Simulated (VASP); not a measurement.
The system is W2I.

```xyz
3
Lattice="5.1537 0.0000 0.0000 -2.5768 4.4632 0.0000 0.0000 0.0000 3.2761" Properties=species:S:1:pos:R:3 pbc="T T T"
W     0.0000    2.9755    1.6381
W     2.5768    1.4877    1.6381
I     0.0000    0.0000    0.0000
```

| Quantity | Value |
| --- | --- |
| Program | VASP 6.6.1 |
| Task | relaxation of cell and atoms |
| Functional | PBE |
| Potentials or basis | VASP PAW PBE potentials, release 64 (W_sv, I) |
| Cutoff | 600 eV |
| k mesh | 6 × 6 × 6 |
| Occupations | gaussian, width 0.1 eV |
| Spin | no spin polarisation |

At the start: pressure -20.9 GPa; volume 25.12 Å³/atom.

Task: How do energy, volume and symmetry change on relaxing?

Result: Over 11 steps the energy falls by 520.0 meV/atom and the volume is 19.92 Å³/atom (-20.7 %); space group P6/mmm (No. 191, to 0.1 Å) before and after.

Step by step:
| step | energy change (eV) | largest force (eV/Å) | pressure (GPa) | volume (Å³) |
| --- | --- | --- | --- | --- |
| 1 | 0.0000 | 0.0000 | -20.93 | 75.36 |
| 2 | 1.2621 | 0.0000 | 79.81 | 44.81 |
| 3 | -1.4484 | 0.0000 | -1.12 | 59.64 |
| 4 | -1.4530 | 0.0000 | 0.17 | 59.12 |
| 5 | -1.4538 | 0.0000 | 0.93 | 58.82 |
| 6 | -1.5299 | 0.0000 | 0.36 | 59.14 |
| 7 | -1.5079 | 0.0000 | 2.72 | 59.56 |
| 8 | -1.5584 | 0.0000 | 1.11 | 59.36 |
| 9 | -1.5586 | 0.0000 | 1.03 | 59.35 |
| 10 | -1.5556 | 0.0000 | -1.79 | 60.51 |
| 11 | -1.5599 | 0.0000 | 0.00 | 59.76 |

Final structure:
```
CELL_PARAMETERS angstrom
4.58319 0.00000 0.00000
-2.29159 3.96916 0.00000
0.00000 0.00000 3.28486
ATOMIC_POSITIONS crystal
W 0.33333 0.66667 0.50000
W 0.66667 0.33333 0.50000
I 0.00000 0.00000 0.00000
```

Caveat: the volume moved by over 15 % at a fixed basis, so the end points are rough.
